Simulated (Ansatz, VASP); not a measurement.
# One calculation of AgI, two programs

```
Ag I
1.0
     4.65074    0.00000    0.00000
    -2.32537    4.02766    0.00000
     0.00000    0.00000    7.59972
Ag I
2 2
Cartesian
  2.3254 1.3426 4.7690
  0.0000 2.6851 0.9691
  2.3254 1.3426 0.0188
  0.0000 2.6851 3.8187
```

Alike in both runs: task single point; functional PBE; k mesh 6 × 6 × 2; occupations methfessel-paxton of order 1, width 0.05 eV; no spin polarisation.

|  | VASP | Ansatz |
| --- | --- | --- |
| version | VASP 6.6.1 | Ansatz 0.2.0 |
| potentials or method | VASP PAW PBE potentials, release 64 (Ag, I) | plane waves |
| plane-wave cutoff (eV) | 500 | 420 |
| valence electrons in the cell | 36 | 72 |

```tsv
	VASP	Ansatz	Ansatz less VASP
gap on the k mesh at the Fermi level (eV)	1.37	1.37	-0.002
pressure (GPa)	0.6	0.6	+0.06
```

With one functional, cell and mesh, what is left measures potentials, basis and numerics. VASP's potentials hold 36 valence electrons a cell and Ansatz's 72, so a difference there can come from the potentials and not from the codes.

Neither program's run includes spin-orbit coupling.
